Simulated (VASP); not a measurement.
## AlH6: single point with PBE

Crystal: AlH6.

```
CELL_PARAMETERS angstrom
3.54029 0.00000 0.00000
0.00000 3.54029 0.00000
0.00000 0.00000 8.51522
ATOMIC_POSITIONS crystal
Al 0.50000 0.50000 0.60456
H 0.39476 0.00000 0.11718
H 0.60524 0.00000 0.11718
H 0.00000 0.39476 0.11718
H 0.00000 0.60524 0.11718
H 0.50000 0.00000 0.58396
H 0.00000 0.50000 0.58396
```

The cell was built from a structure type or drawn by symmetry, and may not be a known phase.

| Item | Value |
| --- | --- |
| Program | VASP 6.6.1 |
| Task | single point |
| Functional | PBE |
| Potentials or basis | VASP PAW PBE potentials, release 64 (Al, H) |
| Cutoff | 520 eV |
| k mesh | 10 × 10 × 6 |
| Occupations | gaussian, width 0.1 eV |
| Spin | no spin polarisation |

The pressure is -0.1 GPa and the largest force is 0.013 eV/Å. The band gap on the k mesh is zero (an odd number of electrons rules out a gap without spin polarisation).

Forces on the atoms (eV/Å):
```
Al   0.000  0.000  0.000
H    0.013  0.000  0.000
H   -0.013  0.000  0.000
H    0.000  0.013  0.000
H    0.000 -0.013  0.000
H    0.000  0.000  0.000
H    0.000  0.000  0.000
```

Levels at points of the mesh, in eV from the Fermi level:
```
           k point  band 1  band 2  band 3  band 4  band 5  band 6  band 7  band 8  band 9  band 10
(0.00, 0.00, 0.00)   -9.15   -8.97   -4.86   -2.36   -0.91    3.24    3.68    3.68    4.33     6.91
(0.50, 0.00, 0.00)   -7.31   -7.12   -6.97   -5.93    0.89    3.02    3.33    4.90    5.28     6.57
(0.50, 0.50, 0.00)   -6.74   -6.74   -5.34   -5.34   -2.62    1.44    2.71    2.90    4.88     5.26
(0.00, 0.00, 0.50)   -9.09   -9.03   -4.86   -2.36   -0.73    2.13    3.68    3.68    6.07     6.88
(0.50, 0.00, 0.50)   -7.31   -7.07   -7.02   -5.93    0.96    2.96    3.56    4.90    5.15     5.89
(0.50, 0.50, 0.50)   -6.74   -6.74   -5.34   -5.34   -2.62    1.46    2.62    2.82    5.27     5.47
```

Run time: 3.1 min on 1 thread of Intel Xeon 8259CL (shared host), peak memory 0.27 GiB.
